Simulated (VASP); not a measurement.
Crystal: Ti.

```
CELL_PARAMETERS angstrom
4.56737 0.00000 0.00000
-2.28369 3.95546 0.00000
0.00000 0.00000 2.82624
ATOMIC_POSITIONS crystal
Ti 0.00000 0.00000 0.00000
Ti 0.33333 0.66667 0.50000
Ti 0.66667 0.33333 0.50000
```

```yaml
Program: VASP 6.6.1
Task: relaxation of cell and atoms
Functional: PBEsol
Potentials_or_basis: VASP PAW PBE potentials, release 64 (Ti_sv)
Cutoff: 600 eV
k_mesh: 12 × 12 × 14
Occupations: gaussian, width 0.1 eV
Spin: no spin polarisation
```

At the start: pressure -3.9 GPa; volume 17.02 Å³/atom.

Task: Where does the relaxation end?

Result: Over 7 steps the energy falls by 7.4 meV/atom and the volume is 16.43 Å³/atom (-3.5 %); space group P6/mmm (No. 191, to 0.05 Å).

The path:
| step | energy change (eV) | largest force (eV/Å) | pressure (GPa) | volume (Å³) |
| --- | --- | --- | --- | --- |
| 1 | 0.0000 | 0.0000 | -3.88 | 51.06 |
| 2 | -0.0102 | 0.0000 | 3.14 | 48.08 |
| 3 | -0.0220 | 0.0000 | 0.02 | 49.30 |
| 4 | -0.0220 | 0.0000 | -0.06 | 49.34 |
| 5 | -0.0221 | 0.0000 | -0.09 | 49.34 |
| 6 | -0.0221 | 0.0000 | -0.08 | 49.34 |
| 7 | -0.0221 | 0.0000 | 0.03 | 49.28 |

Final structure:
```
Ti
1.0
     4.51011    0.00000    0.00000
    -2.25505    3.90587    0.00000
     0.00000    0.00000    2.79739
Ti
3
Direct
  0.00000 0.00000 0.00000
  0.33333 0.66667 0.50000
  0.66667 0.33333 0.50000
```

Caveat: the PAW data sets were made with another functional, which shifts forces and pressure a little.
